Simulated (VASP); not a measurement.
# MoS2 (R3m) in VASP: further runs

The runs below take MoS2 through electric field gradients, with LDA.

Everything below comes from runs of VASP 6.6.1. Logs are shortened: lines on timing, memory, paths and dates and some standing lists are left out, and cuts for length are marked.

**1. The cell of the first run**

It takes space group R3m (No. 160, trigonal). Conventional cell: a = 3.225 Å, b = 3.225 Å, c = 18.730 Å, α = 90.00°, β = 90.00°, γ = 120.00°. Mo (site symmetry 3m) has 6 S at 2.41 Å and 6 Mo at 3.23 Å within 3.3 Å. S (site symmetry 3m) has 3 Mo at 2.41 Å and 7 S at 3.06 to 3.23 Å within 3.3 Å. S (site symmetry 3m) has 3 Mo at 2.41 Å and 7 S at 3.06 to 3.23 Å within 3.3 Å.

**2. Electric field gradients, LDA (18.75 Å³/atom)**

Input file INCAR:

```
SYSTEM = MoS2
ALGO = Normal ; EDIFF = 1E-8
ENCUT = 520 ; ISIF = 2
ISMEAR = -1 ; LASPH = .TRUE.
LCHARG = .FALSE. ; LEFG = .TRUE.
LREAL = .FALSE. ; LWAVE = .FALSE.
NBANDS = 20 ; NELM = 80
PREC = Accurate ; SIGMA = 0.05
```

Input file KPOINTS:

```
k-points
0
G
  15 15 15
  0 0 0
```

Input file POSCAR:

```
MoS2
1.0
    1.6125180425      0.9309877259      6.2434257839
   -1.6125180425      0.9309877259      6.2434257839
    0.0000000000     -1.8619754517      6.2434257839
Mo S
1 2
Direct
    0.0000000000      0.0000000000      0.0000000000
    0.7484000000      0.7484000000      0.7484000000
    0.5849000000      0.5849000000      0.5849000000
```

Potentials or basis: VASP PAW LDA potentials, release 64 (Mo_sv, S).

Run with:

```
> cat potpaw_LDA.64/Mo_sv/POTCAR potpaw_LDA.64/S/POTCAR > POTCAR
> mpirun -np 1 vasp_std > vasp.out
```

OUTCAR:

```text
SYSTEM = MoS2
   EDIFF = 1E-8
   ENCUT = 520
   ISIF = 2
   ISMEAR = -1
   LASPH = .TRUE.
   LREAL = .FALSE.
   NELM = 80
   PREC = Accurate

 ion  position               nearest neighbor table
   1  0.000  0.000  0.000-   2 2.41   2 2.41   2 2.41   3 2.41   3 2.41   3 2.41
   2  0.748  0.748  0.748-   1 2.41   1 2.41   1 2.41
   3  0.585  0.585  0.585-   1 2.41   1 2.41   1 2.41

  LATTYP: Found a trigonal (rhomboedric) cell.
 ALAT       =     6.5151606352
 COS(alpha) =     0.8774851014

  Lattice vectors:

 A1 = (   1.6125180425,   0.9309877259,   6.2434257839)
 A2 = (  -1.6125180425,   0.9309877259,   6.2434257839)
 A3 = (   0.0000000000,  -1.8619754517,   6.2434257839)

Analysis of symmetry for initial positions (statically):
=====================================================================
 Subroutine PRICEL returns:
 Original cell was already a primitive cell.

 Routine SETGRP: Setting up the symmetry group for a
 trigonal (rhombohedral) supercell.

 Subroutine GETGRP returns: Found  6 space group operations
 (whereof  6 operations were pure point group operations)
 out of a pool of 12 trial point group operations.

The static configuration has the point symmetry C_3v.

Analysis of symmetry for dynamics (positions and initial velocities):
=====================================================================
 Subroutine PRICEL returns:
 Original cell was already a primitive cell.

 Routine SETGRP: Setting up the symmetry group for a
 trigonal (rhombohedral) supercell.

 Subroutine GETGRP returns: Found  6 space group operations
 (whereof  6 operations were pure point group operations)
 out of a pool of 12 trial point group operations.

The dynamic configuration has the point symmetry C_3v.

 Subroutine INISYM returns: Found  6 space group operations
 (whereof  6 operations are pure point group operations),
 and found     1 'primitive' translations

----------------------------------------------------------------------------------------

                                     Primitive cell

  volume of cell :      56.2371

  direct lattice vectors                    reciprocal lattice vectors
     1.612518043  0.930987726  6.243425784     0.310074050  0.179021336  0.053389492
    -1.612518043  0.930987726  6.243425784    -0.310074050  0.179021336  0.053389492
     0.000000000 -1.861975452  6.243425784     0.000000000 -0.358042672  0.053389492

  length of vectors
     6.515160635  6.515160635  6.515160635     0.362001372  0.362001372  0.362001372

  position of ions in fractional coordinates (direct lattice)
     0.000000000  0.000000000  0.000000000
     0.748400000  0.748400000  0.748400000
     0.584900000  0.584900000  0.584900000

  ion indices of the primitive-cell ions
   primitive index   ion index
                 1           1
                 2           2
                 3           3

----------------------------------------------------------------------------------------

 KPOINTS: k-points

Automatic generation of k-mesh.
 Grid dimensions read from file:
 generate k-points for:   15   15   15

 Generating k-lattice:

  Cartesian coordinates                     Fractional coordinates (reciprocal lattice)
     0.020671603  0.011934756  0.003559299     0.066666667 -0.000000000  0.000000000
    -0.020671603  0.011934756  0.003559299    -0.000000000  0.066666667  0.000000000
     0.000000000 -0.023869511  0.003559299     0.000000000  0.000000000  0.066666667

  Length of vectors
     0.024133425  0.024133425  0.024133425

  Shift w.r.t. Gamma in fractional coordinates (k-lattice)
     0.000000000  0.000000000  0.000000000

 Subroutine IBZKPT returns following result:
 ===========================================

 Found    344 irreducible k-points:

 Following reciprocal coordinates:
            Coordinates               Weight
  0.000000  0.000000  0.000000      1.000000
  0.066667  0.000000  0.000000      6.000000
  0.133333 -0.000000  0.000000      6.000000
  0.200000  0.000000  0.000000      6.000000
  0.266667 -0.000000  0.000000      6.000000
  0.333333 -0.000000  0.000000      6.000000
[... 16 lines left out ...]
  0.133333  0.133333  0.000000      6.000000
  0.200000  0.133333  0.000000     12.000000
 [... further k-points ...]
   k-points           NKPTS =    344   k-points in BZ     NKDIM =    344   number of bands    NBANDS=     20
   number of dos      NEDOS =    301   number of ions     NIONS =      3
   total plane-waves  NPLWV = 110592
   dimension x,y,z NGX =    48 NGY =   48 NGZ =   48
   dimension x,y,z NGXF=    96 NGYF=   96 NGZF=   96
   ions per type =               1   2
   NGX,Y,Z   is equivalent  to a cutoff of  12.25, 12.25, 12.25 a.u.
   NGXF,Y,Z  is equivalent  to a cutoff of  24.50, 24.50, 24.50 a.u.
 SYSTEM =  MoS2
   PREC   = accura    normal or accurate (medium, high low for compatibility)
   ISTART =      0    job   : 0-new  1-cont  2-samecut
   ICHARG =      2    charge: 1-file 2-atom 10-const
   ISPIN  =      1    spin polarized calculation?
   LNONCOLLINEAR =      F non collinear calculations
   LSORBIT =      F    spin-orbit coupling
   LASPH  =      T    aspherical Exc in radial PAW
   ENCUT  =  520.0 eV  38.22 Ry    6.18 a.u.  12.11 12.11 12.11*2*pi/ulx,y,z
   NELM   =     80;   NELMIN=  2; NELMDL= -5     # of ELM steps
   EDIFF  = 0.1E-07   stopping-criterion for ELM
   LREAL  =      F    real-space projection
   EDIFFG = 0.1E-06   stopping-criterion for IOM
   NSW    =      0    number of steps for IOM
   IBRION =     -1    ionic relax: 0-MD 1-quasi-New 2-CG
   NFREE  =      0    steps in history (QN), initial steepest desc. (CG)
   ISIF   =      2    stress and relaxation
   ISYM   =      2    0-nonsym 1-usesym 2-fastsym
   POTIM  = 0.5000    time-step for ionic-motion
   TEBEG  =    0.0;   TEEND  =   0.0 temperature during run
   PSTRESS=    0.0 pullay stress
   NELECT =      26.0000    total number of electrons
   NUPDOWN=      -1.0000    fix difference up-down
   EMIN   =  10.00;   EMAX   =-10.00  energy-range for DOS
   EFERMI =   0.00;   METHOD = LEGACY
   ISMEAR =    -1;   SIGMA  =   0.05  broadening in eV -4-tet -1-fermi 0-gaus
   EFERMI_NEDOS =   21; number of points for ismear=-14 and -15
   IALGO  =     38    algorithm
   IMIX   =      4    mixing-type and parameters
     AMIX     =   0.40;   BMIX     =  1.00
     AMIX_MAG =   1.60;   BMIX_MAG =  1.00
  volume/ion in A,a.u.               =      18.75       126.50
  Fermi-wavevector in a.u.,A,eV,Ry     =   1.265878  2.392162 21.802601  1.602446
  Thomas-Fermi vector in A             =   2.399108
   LORBIT       =      0    0 simple, 1 ext, 2 COOP (PROOUT), +10 PAW based schemes
   GGA     = CA    functional components
   LHFCALC =     F    Hartree Fock is set to
   AEXX    =    0.0000 exact exchange contribution
   IVDW    =     0    specifies the selected vdW correction
   LEPSILON=     F    determine dielectric tensor
   LRPA    =     F    only Hartree local field effects (RPA)
 non-spin polarized calculation
  energy-cutoff  :      520.00
  volume of cell :       56.24
 maximum number of plane-waves:      1538
   NGX = 25   NGY = 25   NGZ = 25

 number of electron      25.9999998 magnetization

 Free energy of the ion-electron system (eV)
  ---------------------------------------------------
  ext. energy  EPLUGINS =         0.00000000
  ---------------------------------------------------
  free energy    TOTEN  =       -24.37125847 eV

  energy without entropy =      -24.37124795  energy(sigma->0) =      -24.37125321

 E-fermi :   7.1417     XC(G=0): -10.8304

 val. band max:        6.8714639313   @ k =   0.4667   0.4667   0.4667
 cond. band min:       7.5109895309   @ k =  -0.2000   0.4667   0.1333
 fundamental gap:      0.6395255997
 Fermi energy:         7.1416606941

 k-point     1 :       0.0000    0.0000    0.0000
  band No.  band energies     occupation
      1     -54.4541      2.00000
      2     -28.7744      2.00000
      3     -28.6052      2.00000
      4     -28.6052      2.00000
      5      -7.9897      2.00000
      6      -6.3216      2.00000
[... 12 lines left out ...]
     19      14.6261      0.00000
     20      14.7832      0.00000
[... 507 lines left out ...]
 k-point    24 :       0.2000    0.1333    0.0000
  band No.  band energies     occupation
      1     -54.4450      2.00000
      2     -28.7558      2.00000
      3     -28.6985      2.00000
      4     -28.6287      2.00000
      5      -7.5465      2.00000
      6      -6.2181      2.00000
[... 12 lines left out ...]
     19      15.1620      0.00000
     20      15.6975      0.00000

 [... further k-points ...]

------------------------ aborting loop because EDIFF is reached ----------------------------------------

  FORCE on cell =-STRESS in cart. coord.  units (eV):
  Direction    XX          YY          ZZ          XY          YZ          ZX
  --------------------------------------------------------------------------------------
  -------------------------------------------------------------------------------------
  Total       -3.1201483     -3.1201483     -1.0379121      0.0000000     -0.0000000      0.0000000
  in kB      -88.8920829    -88.8920829    -29.5698024      0.0000000     -0.0000000      0.0000000
  external PRESSURE =     -69.1179894 kB  Pullay stress =       0.0000000 kB

 VOLUME and BASIS-vectors are now :
 -----------------------------------------------------------------------------
  energy-cutoff  :      520.00
  volume of cell :       56.24
      direct lattice vectors                 reciprocal lattice vectors
     1.612518043  0.930987726  6.243425784     0.310074050  0.179021336  0.053389492
    -1.612518043  0.930987726  6.243425784    -0.310074050  0.179021336  0.053389492
     0.000000000 -1.861975452  6.243425784     0.000000000 -0.358042672  0.053389492

 POSITION                                       TOTAL-FORCE (eV/Angst)
 -----------------------------------------------------------------------------------
      0.00000      0.00000      0.00000         0.000000     -0.000000     -0.002378
      0.00000      0.00000     14.01774         0.000000     -0.000000     -0.155523
      0.00000      0.00000     10.95534         0.000000      0.000000      0.157901
 -----------------------------------------------------------------------------------
    total drift:                                0.000000      0.000000     -0.000031

  FREE ENERGIE OF THE ION-ELECTRON SYSTEM (eV)
  ---------------------------------------------------
  free  energy   TOTEN  =       -24.3712584720 eV

  energy  without entropy=      -24.3712479532  energy(sigma->0) =      -24.37125321

 Electric field gradients (V/A^2)
---------------------------------------------------------------------
 ion       V_xx      V_yy      V_zz      V_xy      V_xz      V_yz
---------------------------------------------------------------------
   1      44.828    44.828   -89.656     0.000    -0.000    -0.000
   2      29.858    29.858   -59.717     0.000    -0.000    -0.000
   3      29.255    29.255   -58.510     0.000     0.000    -0.000
---------------------------------------------------------------------

 Electric field gradients after diagonalization (V/A^2)
 (convention: |V_zz| > |V_xx| > |V_yy|)
----------------------------------------------------------------------
 ion       V_xx      V_yy      V_zz     asymmetry (V_yy - V_xx)/ V_zz
----------------------------------------------------------------------
   1      44.828    44.828   -89.656       0.000
   2      29.858    29.858   -59.717       0.000
   3      29.255    29.255   -58.510       0.000
----------------------------------------------------------------------

           NMR quadrupolar parameters

 Cq : quadrupolar parameter    Cq=e*Q*V_zz/h
 eta: asymmetry parameters     (V_yy - V_xx)/ V_zz
 Q  : nuclear electric quadrupole moment in mb (millibarn)
----------------------------------------------------------------------
 ion       Cq(MHz)       eta       Q (mb)
----------------------------------------------------------------------
   1      -0.217       0.000       1.000
   2      -0.144       0.000       1.000
   3      -0.141       0.000       1.000
----------------------------------------------------------------------
```

Wall time 34 min (1 thread of Oxide Virtual Turin-like, shared host); peak memory 0.49 GiB.

What came out:

| Quantity | Value |
| --- | --- |
| Free energy | -24.3713 eV |
| Pressure | -6.9 GPa |
| Largest force | 0.158 eV/Å |
| Band gap on the k mesh | 0.64 eV (least direct gap 1.51 eV) |
| Largest electric field gradient by atom | Mo -89.7; S -59.7, -58.5 V/Å² |

Forces on the atoms (eV/Å):
```
Mo   0.000  0.000 -0.002
S    0.000  0.000 -0.156
S    0.000  0.000  0.158
```

Stress tensor (GPa, compression positive):
```
-8.89  0.00  0.00
 0.00 -8.89  0.00
 0.00  0.00 -2.96
```

Electric field gradients, principal values (V/Å²):
```tsv
atom	least	middle	greatest (by size)
1 Mo	44.828	44.828	-89.656
2 S	29.858	29.858	-59.717
3 S	29.255	29.255	-58.510
```

Caveat: the stress differs along the axes, from -9 to -3 GPa; without QUAD_EFG the Cq values of the log hold for a quadrupole moment of 1 mb, not for the nuclei.

(Continued in part 2 of 2.)
